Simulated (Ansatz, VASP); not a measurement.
**One calculation of LiCl, two programs**

```xyz
2
Lattice="0.0000 2.5648 2.5648 2.5648 0.0000 2.5648 2.5648 2.5648 0.0000" Properties=species:S:1:pos:R:3 pbc="T T T"
Cl    2.5648    2.5648    2.5648
Li    0.0000    0.0000    0.0000
```

Alike in both runs: task single point; functional r2SCAN; k mesh 9 × 9 × 9; occupations fermi-dirac, width 0.05 eV; no spin polarisation.

|  | VASP | Ansatz |
| --- | --- | --- |
| version | VASP 6.6.1 | Ansatz 0.2.0 |
| potentials or method | VASP PAW PBE potentials, release 64 (Cl, Li_sv) | Ansatz PAW |
| plane-wave cutoff (eV) | 520 | 500 |
| valence electrons in the cell | 10 | 10 |

Ansatz gave:

```
gap on the k mesh at the Fermi level (eV) : 7.23
least direct gap on the mesh (eV)         : 7.23
```

Task: Estimate VASP's values.

Result: gap on the k mesh at the Fermi level (eV): 7.30; least direct gap on the mesh (eV): 7.30.

VASP's potentials were made for PBE, not for r2SCAN. With one functional, cell and mesh, what is left measures potentials, basis and numerics.

Noted on VASP's run: the cutoff is short for stress, so the pressure is rough. Noted on Ansatz's run: odd divisions of the mesh miss points on the zone boundary, where band edges often lie, so the gap on the mesh can be too wide.
